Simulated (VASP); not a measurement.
# EuSb (P6_3/mmc) in VASP: a series of runs

Runs on EuSb. Level: PBE+U. Tasks: single point.

All numbers are computed with VASP 6.6.1; they aren't measurements. Logs are shortened: lines on timing, memory, paths and dates and some standing lists are left out, and cuts for length are marked.

## (1) The cell of the first run

It takes space group P6_3/mmc (No. 194, hexagonal). The conventional cell has a = 5.697 Å, b = 5.697 Å, c = 6.455 Å, α = 90.00°, β = 90.00°, γ = 120.00°. Within 4.2 Å of Eu (site symmetry -6m2) lie 5 Sb at 3.23 to 3.29 Å. Sb (site symmetry -6m2) has 5 Eu at 3.23 to 3.29 Å within 4.2 Å.

## (2) Single point, PBE+U, collinear spin, antiferromagnetic start

Input file INCAR:

```
SYSTEM = EuSb
ALGO = Normal ; EDIFF = 1E-6
ENCUT = 520 ; GGA = PE
ISIF = 2 ; ISMEAR = 0
ISPIN = 2 ; LASPH = .True.
LCHARG = .False. ; LDAU = .True.
LDAUJ = 0 0 ; LDAUL = 3 -1
LDAUPRINT = 1 ; LDAUTYPE = 2
LDAUU = 6 0 ; LMAXMIX = 6
LORBIT = 11 ; LREAL = .False.
LWAVE = .False. ; MAGMOM = 6 6 -6 -6 0 0 0 0
NBANDS = 58 ; NELM = 150
PREC = Accurate ; SIGMA = 0.05
```

Input file KPOINTS:

```
k-points
0
Gamma
  3 3 1
  0 0 0
```

Input file POSCAR:

```
EuSb
1.0
    5.6974709255      0.0000000000      0.0000000000
   -2.8487354628      4.9341545588      0.0000000000
    0.0000000000      0.0000000000     12.9091729910
Eu Sb
4 4
Direct
    0.6666666667      0.3333333333      0.0313000000
    0.3333333333      0.6666666667      0.2813000000
    0.6666666667      0.3333333333      0.5313000000
    0.3333333333      0.6666666667      0.7813000000
    0.6666666667      0.3333333333      0.2813000000
    0.3333333333      0.6666666667      0.0313000000
    0.6666666667      0.3333333333      0.7813000000
    0.3333333333      0.6666666667      0.5313000000
```

Potentials or basis: VASP PAW PBE potentials, release 64 (Eu, Sb).

Launch:

```console
cat potpaw_PBE.64/Eu/POTCAR potpaw_PBE.64/Sb/POTCAR > POTCAR
mpirun -np 1 vasp_std > vasp.out
```

OUTCAR:

```text
SYSTEM = EuSb
   EDIFF = 1E-6
   ENCUT = 520
   GGA = PE
   ISIF = 2
   ISMEAR = 0
   ISPIN = 2
   LASPH = .True.
   LORBIT = 11
   LREAL = .False.
   NELM = 150
   PREC = Accurate

 ion  position               nearest neighbor table
   1  0.667  0.333  0.031-   5 3.23   7 3.23   6 3.29   6 3.29   6 3.29
   2  0.333  0.667  0.281-   6 3.23   8 3.23   5 3.29   5 3.29   5 3.29
   3  0.667  0.333  0.531-   5 3.23   7 3.23   8 3.29   8 3.29   8 3.29
   4  0.333  0.667  0.781-   6 3.23   8 3.23   7 3.29   7 3.29   7 3.29
   5  0.667  0.333  0.281-   1 3.23   3 3.23   2 3.29   2 3.29   2 3.29
   6  0.333  0.667  0.031-   2 3.23   4 3.23   1 3.29   1 3.29   1 3.29
   7  0.667  0.333  0.781-   1 3.23   3 3.23   4 3.29   4 3.29   4 3.29
   8  0.333  0.667  0.531-   2 3.23   4 3.23   3 3.29   3 3.29   3 3.29
[... 7 lines left out ...]
 A1 = (   5.6974709255,   0.0000000000,   0.0000000000)
 A2 = (  -2.8487354628,   4.9341545588,   0.0000000000)
 A3 = (   0.0000000000,   0.0000000000,  12.9091729910)

Analysis of symmetry for initial positions (statically):
=====================================================================
 Subroutine PRICEL returns following result:

  LATTYP: Found a hexagonal cell.
 ALAT       =     5.6974709255
 C/A-ratio  =     1.1328862543
[... 12 lines left out ...]
 Subroutine GETGRP returns: Found 24 space group operations
 (whereof  6 operations were pure point group operations)
 out of a pool of 24 trial point group operations.

The static configuration has the point symmetry C_3v.
 The point group associated with its full space group is D_6h.

Analysis of symmetry for dynamics (positions and initial velocities):
=====================================================================
 Subroutine PRICEL returns following result:

  LATTYP: Found a hexagonal cell.
 ALAT       =     5.6974709255
 C/A-ratio  =     1.1328862543
[... 12 lines left out ...]
 Subroutine GETGRP returns: Found 24 space group operations
 (whereof  6 operations were pure point group operations)
 out of a pool of 24 trial point group operations.

The dynamic configuration has the point symmetry C_3v.
 The point group associated with its full space group is D_6h.

Analysis of structural, dynamic, and magnetic symmetry:
=====================================================================
 Subroutine PRICEL returns following result:

  LATTYP: Found a hexagonal cell.
 ALAT       =     5.6974709255
 C/A-ratio  =     1.1328862543
[... 12 lines left out ...]
 Subroutine GETGRP returns: Found 12 space group operations
 (whereof  6 operations were pure point group operations)
 out of a pool of 24 trial point group operations.

The overall configuration has the point symmetry C_3v.
 The point group associated with its full space group is D_3d.
[... 301 lines left out ...]

 val. band max:        1.1448745361   @ k =   0.0000   0.0000   0.0000
 cond. band min:       1.2919763537   @ k =   0.3333   0.3333   0.0000
 fundamental gap:      0.1471018176
 Fermi energy:         1.2681451017

 spin component 1

 k-point     1 :       0.0000    0.0000    0.0000
  band No.  band energies     occupation
      1     -38.4511      1.00000
      2     -38.4492      1.00000
      3     -35.3144      1.00000
      4     -35.3116      1.00000
      5     -17.4175      1.00000
      6     -17.3824      1.00000
[... 166 lines left out ...]
     55       5.6635      0.00000
     56       5.6896      0.00000
 Fermi energy:         1.2681451017

 spin component 2

 k-point     1 :       0.0000    0.0000    0.0000
  band No.  band energies     occupation
      1     -38.4511      1.00000
      2     -38.4492      1.00000
      3     -35.3144      1.00000
      4     -35.3116      1.00000
      5     -17.4175      1.00000
      6     -17.3824      1.00000
[... 166 lines left out ...]
     55       5.6620      0.00000
     56       5.6885      0.00000
 [bands above 56 left out]

------------------------ aborting loop because EDIFF is reached ----------------------------------------

  FORCE on cell =-STRESS in cart. coord.  units (eV):
  Direction    XX          YY          ZZ          XY          YZ          ZX
  --------------------------------------------------------------------------------------
  -------------------------------------------------------------------------------------
  Total       -0.2813456     -0.2813456     -0.6198098      0.0000000      0.0000000      0.0000000
  in kB       -1.2421023     -1.2421023     -2.7363757      0.0000000      0.0000000      0.0000000
  external PRESSURE =      -1.7401934 kB  Pullay stress =       0.0000000 kB

 VOLUME and BASIS-vectors are now :
 -----------------------------------------------------------------------------
  energy-cutoff  :      520.00
  volume of cell :      362.91
      direct lattice vectors                 reciprocal lattice vectors
     5.697470926  0.000000000  0.000000000     0.175516473  0.101334483  0.000000000
    -2.848735463  4.934154559  0.000000000     0.000000000  0.202668965  0.000000000
     0.000000000  0.000000000 12.909172991     0.000000000  0.000000000  0.077464296

 POSITION                                       TOTAL-FORCE (eV/Angst)
 -----------------------------------------------------------------------------------
      2.84874      1.64472      0.40406         0.000000      0.000000     -0.018883
     -0.00000      3.28944      3.63135        -0.000000      0.000000      0.018883
      2.84874      1.64472      6.85864         0.000000      0.000000     -0.018883
     -0.00000      3.28944     10.08594        -0.000000      0.000000      0.018883
      2.84874      1.64472      3.63135         0.000000     -0.000000     -0.003957
     -0.00000      3.28944      0.40406         0.000000      0.000000      0.003957
      2.84874      1.64472     10.08594        -0.000000     -0.000000     -0.003957
     -0.00000      3.28944      6.85864         0.000000      0.000000      0.003957
 -----------------------------------------------------------------------------------
    total drift:                                0.000000     -0.000000     -0.000028

  FREE ENERGIE OF THE ION-ELECTRON SYSTEM (eV)
  ---------------------------------------------------
  free  energy   TOTEN  =       -64.0519046669 eV

  energy  without entropy=      -64.0418982475  energy(sigma->0) =      -64.04690146

 total charge

# of ion       s       p       d       f       tot
--------------------------------------------------
    1        2.041   5.765   0.254   6.781  14.841
    2        2.041   5.765   0.254   6.781  14.841
    3        2.041   5.765   0.254   6.781  14.841
    4        2.041   5.765   0.254   6.781  14.841
    5        1.149   1.322   0.004   0.000   2.474
    6        1.149   1.322   0.004   0.000   2.474
    7        1.149   1.322   0.004   0.000   2.474
    8        1.149   1.322   0.004   0.000   2.474
--------------------------------------------------
tot         12.759  28.347   1.034  27.122  69.262

 magnetization (x)

# of ion       s       p       d       f       tot
--------------------------------------------------
    1       -0.011  -0.116   0.054   6.773   6.700
    2       -0.011  -0.116   0.054   6.773   6.700
    3        0.011   0.116  -0.054  -6.773  -6.700
    4        0.011   0.116  -0.054  -6.773  -6.700
    5       -0.003  -0.079   0.001   0.000  -0.082
    6       -0.003  -0.079   0.001   0.000  -0.082
    7        0.003   0.079  -0.001   0.000   0.082
    8        0.003   0.079  -0.001   0.000   0.082
--------------------------------------------------
tot          0.000   0.000  -0.000   0.000  -0.000
```

It took 11 min on 1 thread of Intel Xeon Platinum 8488C (Sapphire Rapids), shared host; peak memory 0.59 GiB.

What came out:

```
Free energy                                           : -64.0519 eV
Pressure                                              : -0.2 GPa
Largest force                                         : 0.019 eV/Å
Band gap on the k mesh                                : zero (filled and empty bands overlap)
Net moment                                            : 0.00 μB per cell
Site moments                                          : Eu +6.70, -6.70 (each value once); Sb -0.08, +0.08 (each value once) μB
Valence electrons inside the program's atomic spheres : Eu 14.84; Sb 2.47
```

Forces on the atoms (eV/Å):
```
Eu   0.000  0.000 -0.019
Eu   0.000  0.000  0.019
Eu   0.000  0.000 -0.019
Eu   0.000  0.000  0.019
Sb   0.000  0.000 -0.004
Sb   0.000  0.000  0.004
Sb   0.000  0.000 -0.004
Sb   0.000  0.000  0.004
```

Stress tensor (GPa, compression positive):
```
-0.12  0.00  0.00
 0.00 -0.12  0.00
 0.00  0.00 -0.27
```

Eigenvalues of the final occupation matrices:
```csv
site,spin,trace,eigenvalues
site 1 f,1,6.78,0.94 0.97 0.97 0.97 0.98 0.98 0.98
site 1 f,2,0.00,0.00 0.00 0.00 0.00 0.00 0.00 0.00
site 2 f,1,6.78,0.94 0.97 0.97 0.97 0.98 0.98 0.98
site 2 f,2,0.00,0.00 0.00 0.00 0.00 0.00 0.00 0.00
site 3 f,1,0.00,0.00 0.00 0.00 0.00 0.00 0.00 0.00
site 3 f,2,6.78,0.94 0.97 0.97 0.97 0.98 0.98 0.98
site 4 f,1,0.00,0.00 0.00 0.00 0.00 0.00 0.00 0.00
site 4 f,2,6.78,0.94 0.97 0.97 0.97 0.98 0.98 0.98
```

Caveat: the k points lie up to 0.49 Å⁻¹ apart; the antiferromagnetic order is the one typed at the start, and another may lie lower; spin-orbit coupling is left out, which moves the levels of the heavy elements. The state reached can hang on the start; a lower one may exist.

## (3) Single point, PBE+U, collinear spin, ferromagnetic start (51.94 Å³/atom)

Input file INCAR:

```
SYSTEM = EuSb
PREC     = Accurate       ! precision mode
ENCUT    = 520            ! plane-wave cutoff, eV
EDIFF    = 1E-6           ! SCF threshold, eV
ISMEAR   = 0              ! smearing method
SIGMA    = 0.05           ! smearing width, eV
LREAL    = .FALSE.        ! projectors in reciprocal space
LASPH    = .TRUE.         ! aspherical terms in the spheres
NELM     = 150            ! most SCF steps
ALGO     = Normal         ! electronic algorithm
ISIF     = 2              ! what is computed and relaxed
LWAVE    = .FALSE.        ! write WAVECAR
LCHARG   = .FALSE.        ! write CHGCAR
ISPIN    = 2              ! spin polarisation
MAGMOM   = 7.7 7.7 0.33 0.33 ! initial moments
LORBIT   = 11             ! projections on sites
LMAXMIX  = 6              ! l up to which the mixer works
LDAU     = .TRUE.         ! DFT+U
LDAUTYPE = 2            
LDAUL    = 3 -1           ! shell
LDAUU    = 6 0            ! U, eV
LDAUJ    = 0 0          
LDAUPRINT= 1            
GGA      = PE             ! functional
NBANDS   = 34             ! bands
```

Input file KPOINTS:

```
regular mesh
0
G
  4 4 4
  0 0 0
```

Input file POSCAR:

```
EuSb
1.0
    5.9762153092      0.0000000000      0.0000000000
   -2.9881076546      5.1755542763      0.0000000000
    0.0000000000      0.0000000000      6.7171386177
Eu Sb
2 2
Direct
    0.6666666667      0.3333333333      0.0625968069
    0.3333333333      0.6666666667      0.5625968069
    0.6666666667      0.3333333333      0.5626031931
    0.3333333333      0.6666666667      0.0626031931
```

Potentials or basis: VASP PAW PBE potentials, release 64 (Eu, Sb).

Launch:

```console
cat potpaw_PBE.64/Eu/POTCAR potpaw_PBE.64/Sb/POTCAR > POTCAR
mpirun -np 1 vasp_std > vasp.out
```

Run time: 5.6 min. Hardware: 1 thread of Intel Xeon Platinum 8488C (Sapphire Rapids), shared host; peak memory 0.49 GiB.

Results (log left out):

* Free energy: -31.6793 eV
* Pressure: -2.0 GPa
* Net moment: 15.19 μB per cell
* Site moments: Eu +6.77; Sb +0.16 μB
* Valence electrons inside the program's atomic spheres: Eu 14.83; Sb 2.43

Levels at points of the mesh, in eV from the Fermi level:
Spin up:
| k point | band 28 | band 29 | band 30 | band 31 | band 32 | band 33 |
| --- | --- | --- | --- | --- | --- | --- |
| (0.00, 0.00, 0.00) | -0.23 | -0.23 | 0.87 | 2.09 | 2.44 | 2.44 |
| (0.50, 0.00, 0.00) | -0.47 | -0.12 | 0.36 | 2.07 | 2.41 | 2.92 |
| (0.00, 0.00, 0.50) | -0.69 | -0.69 | -0.69 | 2.88 | 2.88 | 3.84 |
| (0.50, 0.00, 0.50) | -0.45 | -0.39 | -0.39 | 2.76 | 2.76 | 3.57 |
Spin down:
| k point | band 12 | band 13 | band 14 | band 15 | band 16 | band 17 |
| --- | --- | --- | --- | --- | --- | --- |
| (0.00, 0.00, 0.00) | -0.45 | -0.45 | -0.03 | -0.03 | 1.06 | 2.37 |
| (0.50, 0.00, 0.00) | -0.45 | -0.43 | -0.28 | 0.14 | 0.54 | 2.62 |
| (0.00, 0.00, 0.50) | -0.93 | -0.36 | -0.36 | -0.36 | -0.36 | 3.30 |
| (0.50, 0.00, 0.50) | -1.57 | -0.18 | -0.18 | -0.05 | -0.05 | 3.23 |

Eigenvalues of the final occupation matrices:
| site | spin | trace | eigenvalues |
| --- | --- | --- | --- |
| site 1 f | 1 | 6.84 | 0.97 0.97 0.97 0.98 0.98 0.98 0.98 |
| site 1 f | 2 | 0.00 | 0.00 0.00 0.00 0.00 0.00 0.00 0.00 |
| site 2 f | 1 | 6.84 | 0.97 0.97 0.97 0.98 0.98 0.98 0.98 |
| site 2 f | 2 | 0.00 | 0.00 0.00 0.00 0.00 0.00 0.00 0.00 |

Caveat: spin-orbit coupling is left out, which moves the levels of the heavy elements.

The gap in the log of VASP goes by the Fermi energy; the results here count the filled bands.